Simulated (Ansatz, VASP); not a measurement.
Two plane-wave programs on K

```xyz
1
Lattice="-2.5650 2.5650 2.5650 2.5650 -2.5650 2.5650 2.5650 2.5650 -2.5650" Properties=species:S:1:pos:R:3 pbc="T T T"
K     0.0000    0.0000    0.0000
```

Change from the starting cell: volume scaled by 0.9405, PAW files.

Alike in both runs: task electric field gradients; functional PBE; k mesh 10 × 10 × 10; occupations fermi-dirac, width 0.08 eV; no spin polarisation.

|  | VASP | Ansatz |
| --- | --- | --- |
| version | VASP 6.6.1 | Ansatz 0.2.0 |
| potentials or method | VASP PAW PBE potentials, release 64 (K_sv) | PAW with Ansatz's default frozen-core files, scalar-relativistic |
| plane-wave cutoff (eV) | 520 | 420 |
| valence electrons in the cell | 9 | 9 |

|  | VASP | Ansatz | Ansatz less VASP |
| --- | --- | --- | --- |
| pressure (GPa) | 0.4 | 0.4 | +0.01 |
